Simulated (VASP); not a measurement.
Input of a VASP 6.6.1 run:

File INCAR:

```
SYSTEM = MnSb
PREC = Accurate
ENCUT = 520
EDIFF = 1E-8
ISMEAR = -1
SIGMA = 0.03
LREAL = .FALSE.
LASPH = .TRUE.
NELM = 150
ALGO = Normal
ISIF = 2
LWAVE = .FALSE.
LCHARG = .FALSE.
ISPIN = 2
MAGMOM = 4 0
LORBIT = 11
LMAXMIX = 4
GGA = PE
LEFG = .TRUE.
NBANDS = 20
```

KPOINTS

```
regular mesh
0
G
  11 11 11
  0 0 0
```

POSCAR

```
MnSb
1.0
    0.0000000000      2.7858175354      2.7858175354
    2.7858175354      0.0000000000      2.7858175354
    2.7858175354      2.7858175354      0.0000000000
Mn Sb
1 1
Direct
    0.0000000000      0.0000000000      0.0000000000
    0.5000000000      0.5000000000      0.5000000000
```

Potentials or basis: VASP PAW PBE potentials, release 64 (Mn_pv, Sb).

Run with:

```sh
$ cat potpaw_PBE.64/Mn_pv/POTCAR potpaw_PBE.64/Sb/POTCAR > POTCAR
$ mpirun -np 1 vasp_std > vasp.out
```

Question: Predict the pressure.

Answer: 0.0 GPa.

Question: Predict the site moments.

Answer: Mn +3.72; Sb -0.11 μB.

Caveat: a cell with one magnetic atom can't hold antiferromagnetic order, which such compounds often take.
